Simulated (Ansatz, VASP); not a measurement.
# Ta3PbO in VASP and in Ansatz

INCAR

```
SYSTEM = Ta3PbO
ALGO = Normal ; EDIFF = 1E-7
EDIFFG = -0.04 ; ENCUT = 600
GGA = PE ; IBRION = 2
ISIF = 3 ; ISMEAR = 0
LASPH = .TRUE. ; LCHARG = .FALSE.
LREAL = .FALSE. ; LWAVE = .FALSE.
NELM = 100 ; NSW = 90
PREC = Accurate ; SIGMA = 0.1
```

File KPOINTS:

```
k-points
0
G
  4 4 4
  0 0 0
```

The input POSCAR:

```
Ta3PbO
1.0
    4.6533508300      0.0000000000      0.0000000000
    0.0000000000      4.6533508300      0.0000000000
    0.0000000000      0.0000000000      5.1514563200
Ta Pb O
3 1 1
Direct
    0.0000000000      0.5000000000      0.5000000000
    0.5000000000      0.0000000000      0.5000000000
    0.5000000000      0.5000000000      0.0000000000
    0.5000000000      0.5000000000      0.5000000000
    0.0000000000      0.0000000000      0.5000000000
```

Input for Ansatz:

```yaml
crystal:
  lattice:
    - [4.65335083, 0.0, 0.0]
    - [0.0, 4.65335083, 0.0]
    - [0.0, 0.0, 5.15145632]
  atoms:
    - { symbol: Ta, position: [0.0, 0.5, 0.5] }
    - { symbol: Ta, position: [0.5, 0.0, 0.5] }
    - { symbol: Ta, position: [0.5, 0.5, 0.0] }
    - { symbol: Pb, position: [0.5, 0.5, 0.5] }
    - { symbol: O, position: [0.0, 0.0, 0.5] }
basis:
  ecutwfc: 420
kpoints:
  mp_grid: { grid: [4, 4, 4] }
hamiltonian:
  xc: pbe
scf:
  occupations: { method: gaussian, width: 0.1 }
  lower_state_search: "off"
output:
  forces: true
  stress: true
  eigenvalues: true
relax:
  adjacent_minimum: "off"
  f_tol: 0.04
  max_steps: 70
  cell: { stress_tol: 0.4 }
```

Alike in both runs: task relaxation of cell and atoms; functional PBE; k mesh 4 × 4 × 4; occupations gaussian, width 0.1 eV; no spin polarisation.

|  | VASP | Ansatz |
| --- | --- | --- |
| version | VASP 6.6.1 | Ansatz 0.2.0 |
| potentials or method | VASP PAW PBE potentials, release 64 (Ta_pv, Pb_d, O), cutoff 600 eV | scalar-relativistic, plane waves, PAW |
| valence electrons in the cell | 53 | 59 |

Ansatz gave:

- gap on the k mesh at the Fermi level, each at its own relaxed structure (eV): none
- relaxed volume (Å³/atom): 27.13
- relaxed cell length with the largest relative difference (Å): 5.065

**Question.** Which values does VASP return?

**Answer.** gap on the k mesh at the Fermi level, each at its own relaxed structure (eV): none; relaxed volume (Å³/atom): 27.12; relaxed cell length with the largest relative difference (Å): 5.065.

A gap of «none» marks a metal or a gap that the smearing closes. VASP's potentials hold 53 valence electrons a cell and Ansatz's 59, so a difference there can come from the potentials and not from the codes.

Spin-orbit coupling is off throughout. Noted on VASP's run: the volume moved by over 15 % at a fixed basis, so the end points are rough.
